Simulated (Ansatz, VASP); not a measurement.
Ta2Ru: VASP beside Ansatz

Contents of INCAR:

```
SYSTEM = Ta2Ru
  PREC = Accurate
  ENCUT = 520
  EDIFF = 1E-6
  ISMEAR = 0
  SIGMA = 0.1
  LREAL = .False.
  LASPH = .True.
  NELM = 150
  ALGO = Normal
  ISIF = 2
  LWAVE = .False.
  LCHARG = .True.
  ISPIN = 2
  MAGMOM = 0 0 0 0 1 1
  LORBIT = 11
  LMAXMIX = 4
  GGA = PE
  LELF = .True.
  LVHAR = .True.
  NBANDS = 49
```

The input KPOINTS:

```
Automatic mesh
0
Gamma
  3 3 6
  0 0 0
```

POSCAR

```
Ta2Ru
1.0
    7.4351446909      0.0000000000      0.0000000000
   -3.7175723455      6.4390241831      0.0000000000
    0.0000000000      0.0000000000      2.8232220616
Ta Ru
4 2
Direct
    0.6509584770      0.0000000000      0.5000000000
    0.0000000000      0.6509584770      0.5000000000
    0.3490415230      0.3490415230      0.5000000000
    0.0000000000      0.0000000000      0.5000000000
    0.3333333333      0.6666666667      0.5000000000
    0.6666666667      0.3333333333      0.5000000000
```

Input for Ansatz:

```yaml
crystal:
  lattice:
    - [7.4351446909, 0.0, 0.0]
    - [-3.7175723455, 6.4390241831, 0.0]
    - [0.0, 0.0, 2.8232220616]
  atoms:
    - { symbol: Ta, position: [0.650958477, 0.0, 0.5] }
    - { symbol: Ta, position: [0.0, 0.650958477, 0.5] }
    - { symbol: Ta, position: [0.349041523, 0.349041523, 0.5] }
    - { symbol: Ta, position: [0.0, 0.0, 0.5] }
    - { symbol: Ru, position: [0.3333333333, 0.6666666667, 0.5], spin: 1.0 }
    - { symbol: Ru, position: [0.6666666667, 0.3333333333, 0.5], spin: 1.0 }
basis:
  ecutwfc: 420
kpoints:
  mp_grid: { grid: [3, 3, 6] }
hamiltonian:
  xc: pbe
scf:
  occupations: { method: gaussian, width: 0.1 }
  lower_state_search: "off"
output:
  forces: true
  stress: true
  eigenvalues: true
  populations: true
magnetization:
  spin_polarized: true
```

Alike in both runs: task single point; functional PBE; k mesh 3 × 3 × 6; occupations gaussian, width 0.1 eV; collinear spin.

|  | VASP | Ansatz |
| --- | --- | --- |
| version | VASP 6.6.1 | Ansatz 0.2.0 |
| potentials or method | VASP PAW PBE potentials, release 64 (Ta_pv, Ru_pv), cutoff 520 eV | scalar-relativistic, plane waves, PAW |
| valence electrons in the cell | 72 | 84 |

```tsv
	VASP	Ansatz	Ansatz less VASP
gap on the k mesh at the Fermi level (eV)	none	none	-
pressure (GPa)	-0.1	-0.4	-0.23
traceless stress, the component that is largest in VASP (GPa)	-0.27	0.00	+0.274
rms of the force components (eV/Å)	0.003	0.008	+0.0059
net moment per atom (μB)	0.00	0.00	0.000
```

Atom by atom the forces differ by 0.011 eV/Å (rms over components). A gap of «none» marks a metal or a gap that the smearing closes. The functional is the same, so the differences come from potentials, cutoffs and numerics. VASP's potentials hold 72 valence electrons a cell and Ansatz's 84, so a difference there can come from the potentials and not from the codes. Ansatz's warnings: seeded moment not kept.

The k mesh is coarse, so the values compare programs but aren't converged. Neither program's run includes spin-orbit coupling.
